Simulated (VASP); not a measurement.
**HfNb2CN2: single point with PBE**

HfNb2CN2:

```xyz
6
Lattice="3.1670 0.0000 0.0000 0.0000 3.1670 0.0000 0.0000 0.0000 8.6736" Properties=species:S:1:pos:R:3 pbc="T T T"
Hf    1.5835    1.5835    0.0000
Nb    1.5835    0.0000    6.9057
Nb    0.0000    1.5835    1.7679
C     0.0000    0.0000    0.0000
N     1.5835    0.0000    2.9449
N     0.0000    1.5835    5.7287
```

The cell was generated, and may not be a known phase.

- Program: VASP 6.6.1
- Task: single point
- Functional: PBE
- Potentials or basis: VASP PAW PBE potentials, release 64 (Hf_pv, Nb_sv, C, N)
- Cutoff: 520 eV
- k mesh: 6 × 6 × 2
- Occupations: gaussian, width 0.1 eV
- Spin: no spin polarisation
- Dipole correction: no
- Further INCAR settings: ALGO = Normal; EDIFF = 1e-07; NBANDS = 34

* Pressure: 10.6 GPa
* Largest force: 10.978 eV/Å
* Band gap on the k mesh: zero (bands 25 and 26 overlap by 0.94 eV)

Forces on the atoms (eV/Å):
```
Hf    0.000   0.000   0.000
Nb    0.000   0.000 -10.978
Nb    0.000   0.000  10.978
C     0.000   0.000   0.000
N     0.000   0.000  -3.867
N     0.000   0.000   3.867
```

Stress tensor (GPa, compression positive):
```
 2.32  0.00  0.00
 0.00  2.32  0.00
 0.00  0.00 27.14
```

Levels at points of the mesh, in eV from the Fermi level:
```csv
k point,band 21,band 22,band 23,band 24,band 25,band 26,band 27,band 28,band 29,band 30
"(0.00, 0.00, 0.00)",-1.60,-1.60,-1.11,-0.15,-0.15,0.46,0.46,0.88,1.01,1.27
"(0.50, 0.00, 0.00)",-1.77,-1.23,-1.02,-0.48,-0.32,-0.25,1.15,2.40,2.44,2.84
"(0.50, 0.50, 0.00)",-2.19,-2.19,-1.95,-0.59,0.60,0.60,2.49,3.27,3.27,3.67
"(0.00, 0.00, 0.50)",-1.59,-1.59,-1.47,-0.11,-0.11,0.41,0.41,0.42,1.27,1.56
"(0.50, 0.00, 0.50)",-1.38,-1.22,-0.86,-0.82,-0.38,-0.34,1.09,2.40,2.43,2.88
"(0.50, 0.50, 0.50)",-2.16,-2.11,-2.11,-0.53,0.39,0.39,2.42,3.44,3.44,3.72
```

It took 63 s on 1 thread of Intel(R) Xeon(R) Platinum 8488C (Sapphire Rapids), with other jobs on the host, peak memory 0.22 GiB.

Caveat: the k points lie up to 0.36 Å⁻¹ apart, too coarse for converged energies and pressures of a metal; spin-orbit coupling is left out, which moves the levels of the heavy elements; forces of over 1 eV/Å act on the atoms, so gaps and moduli don't describe the material at rest.
